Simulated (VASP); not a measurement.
# PC4 (P-3m1) in VASP: relaxation of cell and atoms with PBE

Aim: the relaxation of cell and atoms of PC4 with PBE.

Everything below comes from runs of VASP 6.6.1. Logs are shortened: lines on timing, memory, paths and dates and some standing lists are left out, and cuts for length are marked.

## 1. The cell of the first run

Symmetry: P-3m1, No. 164, trigonal system. The conventional cell has a = 2.841 Å, b = 2.841 Å, c = 9.134 Å, α = 90.00°, β = 90.00°, γ = 120.00°. P (site symmetry -3m) has 6 C at 2.05 Å within 2.7 Å. C (site symmetry 3m) has 3 P at 2.05 Å and 12 C at 2.76 to 2.95 Å within 3.0 Å. Within 3.6 Å of C (site symmetry 3m) lie 12 C at 2.76 to 2.84 Å.

The cell was generated, and may not be a known phase.

## 2. Relaxation of cell and atoms, PBE

File INCAR:

```
ALGO = Normal ; EDIFF = 1E-7
EDIFFG = -0.04 ; ENCUT = 1300
GGA = PE ; GGA_COMPAT = False
IBRION = 2 ; ISIF = 3
ISMEAR = 0 ; LASPH = True
LCHARG = False ; LREAL = False
LWAVE = False ; NELM = 120
NELMIN = 4 ; NSW = 90
PREC = Accurate ; SIGMA = 0.1
```

File KPOINTS:

```
k-points
0
Gamma
  6 6 2
```

File POSCAR:

```
PC4
1.0
    2.8406876000      0.0000000000      0.0000000000
   -1.4203438000      2.4601076200      0.0000000000
    0.0000000000      0.0000000000      9.1341780800
P C
1 4
Direct
    0.0000000000      0.0000000000      0.0000000000
    0.3333333300      0.6666666700      0.8658552800
    0.3333333300      0.6666666700      0.3767953500
    0.6666666700      0.3333333300      0.1341447200
    0.6666666700      0.3333333300      0.6232046500
```

Potentials or basis: VASP PAW PBE potentials, release 64 (P, C_h).

Run with:

```console
> cat potpaw_PBE.64/P/POTCAR potpaw_PBE.64/C_h/POTCAR > POTCAR
> mpirun -np 1 vasp_std > vasp.out
```

OUTCAR:

```text
EDIFF = 1E-7
   EDIFFG = -0.04
   ENCUT = 1300
   GGA = PE
   IBRION = 2
   ISIF = 3
   ISMEAR = 0
   LASPH = True
   LREAL = False
   NELM = 120
   NELMIN = 4
   NSW = 90
   PREC = Accurate

 ion  position               nearest neighbor table
   1  0.000  0.000  0.000-   2 2.05   4 2.05   2 2.05   4 2.05   4 2.05   2 2.05
   2  0.333  0.667  0.866-   1 2.05   1 2.05   1 2.05
   3  0.333  0.667  0.377-
   4  0.667  0.333  0.134-   1 2.05   1 2.05   1 2.05
   5  0.667  0.333  0.623-

  LATTYP: Found a hexagonal cell.
 ALAT       =     2.8406876000
 C/A-ratio  =     3.2154813785

  Lattice vectors:

 A1 = (   2.8406876000,   0.0000000000,   0.0000000000)
 A2 = (  -1.4203438000,   2.4601076200,   0.0000000000)
 A3 = (   0.0000000000,   0.0000000000,   9.1341780800)

Analysis of symmetry for initial positions (statically):
=====================================================================
 Subroutine PRICEL returns:
 Original cell was already a primitive cell.

 Routine SETGRP: Setting up the symmetry group for a
 hexagonal supercell.

 Subroutine GETGRP returns: Found 12 space group operations
 (whereof 12 operations were pure point group operations)
 out of a pool of 24 trial point group operations.

The static configuration has the point symmetry D_3d.

Analysis of symmetry for dynamics (positions and initial velocities):
=====================================================================
 Subroutine PRICEL returns:
 Original cell was already a primitive cell.

 Routine SETGRP: Setting up the symmetry group for a
 hexagonal supercell.

 Subroutine GETGRP returns: Found 12 space group operations
 (whereof 12 operations were pure point group operations)
 out of a pool of 24 trial point group operations.

The dynamic configuration has the point symmetry D_3d.

 Subroutine INISYM returns: Found 12 space group operations
 (whereof 12 operations are pure point group operations),
 and found     1 'primitive' translations

----------------------------------------------------------------------------------------

                                     Primitive cell

  volume of cell :      63.8333

  direct lattice vectors                    reciprocal lattice vectors
     2.840687600  0.000000000  0.000000000     0.352027446  0.203243141  0.000000000
    -1.420343800  2.460107620  0.000000000     0.000000000  0.406486282  0.000000000
     0.000000000  0.000000000  9.134178080     0.000000000  0.000000000  0.109478925

  length of vectors
     2.840687600  2.840687595  9.134178080     0.406486281  0.406486282  0.109478925

  position of ions in fractional coordinates (direct lattice)
     0.000000000  0.000000000  0.000000000
     0.333333330  0.666666670  0.865855280
     0.333333330  0.666666670  0.376795350
     0.666666670  0.333333330  0.134144720
     0.666666670  0.333333330  0.623204650

  ion indices of the primitive-cell ions
   primitive index   ion index
                 1           1
                 2           2
                 3           3
                 4           4
                 5           5

----------------------------------------------------------------------------------------

 KPOINTS: k-points

Automatic generation of k-mesh.
 Grid dimensions read from file:
 generate k-points for:    6    6    2

 Generating k-lattice:

  Cartesian coordinates                     Fractional coordinates (reciprocal lattice)
     0.058671241  0.033873857  0.000000000     0.166666667  0.000000000  0.000000000
     0.000000000  0.067747714  0.000000000     0.000000000  0.166666667  0.000000000
     0.000000000  0.000000000  0.054739463     0.000000000  0.000000000  0.500000000

  Length of vectors
     0.067747714  0.067747714  0.054739463

  Shift w.r.t. Gamma in fractional coordinates (k-lattice)
     0.000000000  0.000000000  0.000000000

 Subroutine IBZKPT returns following result:
 ===========================================

 Found     14 irreducible k-points:

 Following reciprocal coordinates:
            Coordinates               Weight
  0.000000  0.000000  0.000000      1.000000
  0.166667 -0.000000  0.000000      6.000000
  0.333333  0.000000  0.000000      6.000000
  0.500000  0.000000  0.000000      3.000000
  0.166667  0.166667  0.000000      6.000000
  0.333333  0.166667  0.000000     12.000000
  0.333333  0.333333  0.000000      2.000000
  0.000000  0.000000  0.500000      1.000000
  0.166667 -0.000000  0.500000      6.000000
  0.333333  0.000000  0.500000      6.000000
  0.500000  0.000000  0.500000      3.000000
  0.166667  0.166667  0.500000      6.000000
  0.333333  0.166667  0.500000     12.000000
  0.333333  0.333333  0.500000      2.000000
   k-points           NKPTS =     14   k-points in BZ     NKDIM =     14   number of bands    NBANDS=     14
   number of dos      NEDOS =    301   number of ions     NIONS =      5
   total plane-waves  NPLWV = 139968
   dimension x,y,z NGX =    36 NGY =   36 NGZ =  108
   dimension x,y,z NGXF=    72 NGYF=   72 NGZF=  216
   ions per type =               1   4
   NGX,Y,Z   is equivalent  to a cutoff of  21.07, 21.07, 19.66 a.u.
   NGXF,Y,Z  is equivalent  to a cutoff of  42.14, 42.14, 39.31 a.u.
 SYSTEM =  unknown system
   PREC   = accura    normal or accurate (medium, high low for compatibility)
   ISTART =      0    job   : 0-new  1-cont  2-samecut
   ICHARG =      2    charge: 1-file 2-atom 10-const
   ISPIN  =      1    spin polarized calculation?
   LNONCOLLINEAR =      F non collinear calculations
   LSORBIT =      F    spin-orbit coupling
   LASPH  =      T    aspherical Exc in radial PAW
   ENCUT  = 1300.0 eV  95.55 Ry    9.77 a.u.   8.35  8.35 26.85*2*pi/ulx,y,z
   NELM   =    120;   NELMIN=  4; NELMDL= -5     # of ELM steps
   EDIFF  = 0.1E-06   stopping-criterion for ELM
   LREAL  =      F    real-space projection
   EDIFFG = -.4E-01   stopping-criterion for IOM
   NSW    =     90    number of steps for IOM
   IBRION =      2    ionic relax: 0-MD 1-quasi-New 2-CG
   NFREE  =      1    steps in history (QN), initial steepest desc. (CG)
   ISIF   =      3    stress and relaxation
   ISYM   =      2    0-nonsym 1-usesym 2-fastsym
   POTIM  = 0.5000    time-step for ionic-motion
   TEBEG  =    0.0;   TEEND  =   0.0 temperature during run
   PSTRESS=    0.0 pullay stress
   NELECT =      21.0000    total number of electrons
   NUPDOWN=      -1.0000    fix difference up-down
   EMIN   =  10.00;   EMAX   =-10.00  energy-range for DOS
   EFERMI =   0.00;   METHOD = LEGACY
   ISMEAR =     0;   SIGMA  =   0.10  broadening in eV -4-tet -1-fermi 0-gaus
   EFERMI_NEDOS =   21; number of points for ismear=-14 and -15
   IALGO  =     38    algorithm
   IMIX   =      4    mixing-type and parameters
     AMIX     =   0.40;   BMIX     =  1.00
     AMIX_MAG =   1.60;   BMIX_MAG =  1.00
  volume/ion in A,a.u.               =      12.77        86.15
  Fermi-wavevector in a.u.,A,eV,Ry     =   1.130140  2.135655 17.377584  1.277216
  Thomas-Fermi vector in A             =   2.266836
   LORBIT       =      0    0 simple, 1 ext, 2 COOP (PROOUT), +10 PAW based schemes
   GGA     = PE    functional components
   LHFCALC =     F    Hartree Fock is set to
   AEXX    =    0.0000 exact exchange contribution
   IVDW    =     0    specifies the selected vdW correction
   LEPSILON=     F    determine dielectric tensor
   LRPA    =     F    only Hartree local field effects (RPA)
 conjugate gradient relaxation of ions
 non-spin polarized calculation
 Gauss-broadening in eV      SIGMA  =   0.10
  energy-cutoff  :     1300.00
  volume of cell :       63.83
 maximum number of plane-waves:      6834
 NGX is ok and might be reduce to    36
   NGX = 17   NGY = 17   NGZ = 53

--------------------------------------- Ionic step        1  -------------------------------------------

 number of electron      21.0000000 magnetization

 Free energy of the ion-electron system (eV)
  ---------------------------------------------------
  ext. energy  EPLUGINS =         0.00000000
  ---------------------------------------------------
  free energy    TOTEN  =       -23.54030669 eV

  energy without entropy =      -23.52800816  energy(sigma->0) =      -23.53415743

------------------------ aborting loop because EDIFF is reached ----------------------------------------

  FORCE on cell =-STRESS in cart. coord.  units (eV):
  Direction    XX          YY          ZZ          XY          YZ          ZX
  --------------------------------------------------------------------------------------
  -------------------------------------------------------------------------------------
  Total       -5.6490860     -5.6490860    -14.9480640      0.0000000      0.0000000      0.0000000
  in kB     -141.7887307   -141.7887300   -375.1875983      0.0000000      0.0000000      0.0000000
  external PRESSURE =    -219.5883530 kB  Pullay stress =       0.0000000 kB
[... 98 lines left out ...]
  FREE ENERGIE OF THE ION-ELECTRON SYSTEM (eV)
  ---------------------------------------------------
  free  energy   TOTEN  =       -25.3758161991 eV

  energy  without entropy=      -25.3653096092  energy(sigma->0) =      -25.37056290

 E-fermi :   9.7603     XC(G=0): -12.3296

 val. band max:        9.7036309083   @ k =   0.1667  -0.0000   0.0000
 cond. band min:       9.8059998054   @ k =   0.1667   0.1667   0.5000
 fundamental gap:      0.1023688971
 Fermi energy:         9.7603005497

 k-point     1 :       0.0000    0.0000    0.0000
  band No.  band energies     occupation
      1     -10.2579      2.00000
      2      -9.1996      2.00000
      3      -4.6656      2.00000
      4       1.5326      2.00000
      5       3.3422      2.00000
      6       5.9389      2.00000
      7       5.9389      2.00000
      8      11.3315      0.00000
      9      11.3315      0.00000
     10      11.3556      0.00000
     11      11.3556      0.00000
     12      11.5957      0.00000
     13      15.7789      0.00000
     14      15.7789      0.00000
[... 207 lines left out ...]
      1      -3.6098      2.00000
      2      -3.6098      2.00000
      3      -1.7298      2.00000
      4      -1.7298      2.00000
      5      -0.8870      2.00000
      6      -0.5616      2.00000
      7       3.9541      2.00000
      8       4.2314      2.00000
      9       4.2314      2.00000
     10       5.9326      2.00000
     11       5.9326      2.00000
     12      12.9800      0.00000
     13      13.2888      0.00000
     14      13.2888      0.00000

[... ionic steps 4 to 32 ...]

--------------------------------------- Ionic step       33  -------------------------------------------

 number of electron      21.0000000 magnetization

------------------------ aborting loop because EDIFF is reached ----------------------------------------
[... 73 lines left out ...]
--------------------------------------- Ionic step       35  -------------------------------------------

 number of electron      21.0000000 magnetization

 Free energy of the ion-electron system (eV)
  ---------------------------------------------------
  ext. energy  EPLUGINS =         0.00000000
  ---------------------------------------------------
  free energy    TOTEN  =       -38.73195576 eV

  energy without entropy =      -38.72141708  energy(sigma->0) =      -38.72668642

 E-fermi :  10.6769     XC(G=0): -12.7991

 val. band max:       10.6353743580   @ k =   0.1667  -0.0000   0.5000
 cond. band min:      10.6932642630   @ k =   0.3333   0.0000   0.0000
 fundamental gap:      0.0578899050
 Fermi energy:        10.6769381284

 k-point     1 :       0.0000    0.0000    0.0000
  band No.  band energies     occupation
      1      -9.4519      2.00000
      2      -6.4450      2.00000
      3      -4.5120      2.00000
      4       4.2118      2.00000
      5       5.0407      2.00000
      6       7.9789      2.00000
      7       7.9789      2.00000
      8      10.5394      1.94823
      9      10.5394      1.94823
     10      11.9294      0.00000
     11      11.9294      0.00000
     12      16.2657      0.00000
     13      16.2657      0.00000
     14      16.3125      0.00000
[... 251 lines left out ...]
  FREE ENERGIE OF THE ION-ELECTRON SYSTEM (eV)
  ---------------------------------------------------
  free  energy   TOTEN  =       -38.7319557635 eV

  energy  without entropy=      -38.7214170795  energy(sigma->0) =      -38.72668642

 reached required accuracy - stopping structural energy minimisation
```

Wall time 13 min (1 thread of Intel Xeon 6975P-C (Granite Rapids), shared host); peak memory 0.41 GiB.

What came out:

```yaml
Free_energy: -38.7320 eV
Relaxed_volume: 7.12 Å³/atom
Relaxed_cell: a = 2.708 Å, b = 2.708 Å, c = 5.608 Å, α = 90.00°, β = 90.00°, γ = 120.00°
Space_group_after_relaxing_to_0.1_Å: P-3m1 (No. 164)
Pressure_after_relaxing: -0.3 GPa
Largest_force_after_relaxing: 0.009 eV/Å
Band_gap_on_the_k_mesh: zero (an odd number of electrons rules out a gap without spin polarisation)
```

Forces in eV/Å, atoms in the order of the input:
```
P    0.000  0.000  0.000
C    0.000  0.000  0.009
C    0.000  0.000  0.001
C    0.000  0.000 -0.009
C    0.000  0.000 -0.001
```

Final structure:
```yaml
crystal:
  lattice:
    - [2.70796, 0.00000, 0.00000]
    - [-1.35398, 2.34516, 0.00000]
    - [0.00000, 0.00000, 5.60807]
  atoms:
    - { symbol: P, position: [0.00000, 0.00000, 0.00000] }
    - { symbol: C, position: [0.33333, 0.66667, 0.81321] }
    - { symbol: C, position: [0.33333, 0.66667, 0.55029] }
    - { symbol: C, position: [0.66667, 0.33333, 0.18679] }
    - { symbol: C, position: [0.66667, 0.33333, 0.44971] }
```

Caveat: the k points lie up to 0.56 Å⁻¹ apart in the final cell, too coarse for converged energies and pressures of a metal; the volume moved by over 15 % at a fixed basis, so the end points are rough; an odd number of electrons without spin polarisation forces a metal; a magnetic or distorted state may lie lower.

The gap in the log of VASP goes by the Fermi energy; the results here count the filled bands.